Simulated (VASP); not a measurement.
Input of a VASP 6.6.1 run:

INCAR

```
PREC = Accurate ; ENCUT = 600
EDIFF = 1E-6 ; ISMEAR = -1
SIGMA = 0.02 ; LREAL = False
LASPH = True ; NELM = 120
ALGO = Normal ; ISIF = 2
LWAVE = False ; LCHARG = False
GGA = PS ; NBANDS = 26
GGA_COMPAT = False
```

The input KPOINTS:

```
regular mesh
0
Gamma
  8 8 5
```

Contents of POSCAR:

```
ZnO
1.0
    3.2274999067      0.0000000000      0.0000000000
   -1.6137499533      2.7950969099      0.0000000000
    0.0000000000      0.0000000000      5.1707703030
Zn O
2 2
Direct
    0.3333333333      0.6666666667      0.4990859689
    0.6666666667      0.3333333333     -0.0009140311
    0.6666666667      0.3333333333      0.3799240311
    0.3333333333      0.6666666667      0.8799240311
```

Potentials or basis: VASP PAW PBE potentials, release 64 (Zn, O).

Run with:

```console
$ cat potpaw_PBE.64/Zn/POTCAR potpaw_PBE.64/O/POTCAR > POTCAR
$ mpirun -np 1 vasp_std > vasp.out
```

(1) What does it give for the band gap on the k mesh?

(2) Estimate the pressure.

(3) Predict the largest force.

## Answers

(1) 0.71 eV, direct.

(2) 2.0 GPa.

(3) 0.005 eV/Å.

Caveat: the PAW data sets were made with another functional, which shifts forces and pressure a little.
